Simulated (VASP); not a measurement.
Crystal: PbS.

```
CELL_PARAMETERS angstrom
4.12345 0.00000 0.00000
-2.06173 3.57101 0.00000
0.00000 0.00000 7.33373
ATOMIC_POSITIONS crystal
Pb 0.00000 0.00000 0.00000
Pb 0.00000 0.00000 0.50000
S 0.33333 0.66667 0.25000
S 0.66667 0.33333 0.75000
```

Base run:

| Item | Value |
| --- | --- |
| Program | VASP 6.6.1 |
| Functional | r2SCAN |
| Potentials or basis | VASP PAW PBE potentials, release 64 (Pb_d, S) |
| Cutoff | 520 eV |
| k mesh | 6 × 6 × 4 |
| Occupations | fermi-dirac, width 0.02 eV |
| Spin | no spin polarisation |

Its results: pressure 0.0 GPa.

Q: The run is repeated on the same cell with these changes: functional from r2SCAN to PBE. What comes out?

A: Pressure 0.8 GPa.

Caveats: the PAW data sets were made with another functional, which shifts forces and pressure a little (some runs).
